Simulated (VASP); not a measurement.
Input of a VASP 6.6.1 run:

Contents of INCAR:

```
PREC     = Accurate       # precision mode
ENCUT    = 520            # plane-wave cutoff, eV
EDIFF    = 1E-7           # SCF threshold, eV
ISMEAR   = 0              # smearing method
SIGMA    = 0.1            # smearing width, eV
LREAL    = F              # projectors in reciprocal space
LASPH    = T              # aspherical terms in the spheres
NELM     = 100            # most SCF steps
ALGO     = Normal         # electronic algorithm
ISIF     = 2              # what is computed and relaxed
LWAVE    = F              # write WAVECAR
LCHARG   = F              # write CHGCAR
GGA      = PE             # functional
NBANDS   = 33             # bands
```

File KPOINTS:

```
Automatic mesh
0
Gamma
  6 6 4
```

File POSCAR:

```
Y2WC3
1.0
    5.4523371900      0.0000000000      0.0000000000
   -2.7261686000      4.7218625200      0.0000000000
    0.0000000000      0.0000000000      4.1088723600
Y W C
2 1 3
Direct
    0.6666666700      0.3333333300      0.0000000000
    0.3333333300      0.6666666700      0.0000000000
    0.0000000000      0.0000000000      0.0000000000
    0.5000000000      0.0000000000      0.5000000000
    0.5000000000      0.5000000000      0.5000000000
    0.0000000000      0.5000000000      0.5000000000
```

Potentials or basis: VASP PAW PBE potentials, release 64 (Y_sv, W_sv, C).

Run with:

```bash
$ cat potpaw_PBE.64/Y_sv/POTCAR potpaw_PBE.64/W_sv/POTCAR potpaw_PBE.64/C/POTCAR > POTCAR
$ mpirun -np 1 vasp_std > vasp.out
```

**Question.** What does it give for the band gap on the k mesh?

**Answer.** Zero (bands 24 and 25 overlap by 1.05 eV).

**Question.** What does it give for the pressure?

**Answer.** -10.6 GPa.

Stress tensor (GPa, compression positive):
```
 -4.87   0.00   0.00
  0.00  -4.87   0.00
  0.00   0.00 -22.13
```

Caveat: the k points lie up to 0.38 Å⁻¹ apart, too coarse for converged energies and pressures of a metal; spin-orbit coupling is left out, which moves the levels of the heavy elements.
